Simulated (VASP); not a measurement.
Here is a VASP 6.6.1 calculation.

Contents of INCAR:

```
PREC = Accurate
ENCUT = 500
EDIFF = 1E-6
ISMEAR = -5
SIGMA = 0.15
LREAL = F
LASPH = T
NELM = 120
ALGO = Normal
ISIF = 2
LWAVE = F
LCHARG = T
GGA = PE
LELF = T
LVHAR = T
NBANDS = 18
GGA_COMPAT = F
```

Contents of KPOINTS:

```
Automatic mesh
0
Gamma
  20 20 20
```

File POSCAR:

```
Si2Mo
1.0
   -1.6084236815      1.6084236815      4.1727006059
    1.6084236815     -1.6084236815      4.1727006059
    1.6084236815      1.6084236815     -4.1727006059
Si Mo
2 1
Direct
    0.3350991396      0.3350991396      0.0000000000
    0.6649008604      0.6649008604      0.0000000000
    0.0000000000      0.0000000000      0.0000000000
```

Potentials or basis: VASP PAW PBE potentials, release 64 (Si, Mo_sv).

The run is started by

```console
$ cat potpaw_PBE.64/Si/POTCAR potpaw_PBE.64/Mo_sv/POTCAR > POTCAR
$ mpirun -np 1 vasp_std > vasp.out
```

**Question.** What does it give for the pressure?

**Answer.** -10.6 GPa.

**Question.** Estimate the largest force.

**Answer.** 0.238 eV/Å.

**Question.** Predict the band gap on the k mesh.

**Answer.** Zero (bands 11 and 12 overlap by 0.90 eV).

Stress tensor (GPa, compression positive):
```
 -4.46   0.00   0.00
  0.00  -4.46   0.00
  0.00   0.00 -22.82
```

Caveat: the cell stands under tension; tetrahedron occupations give inexact forces and stress in metals.
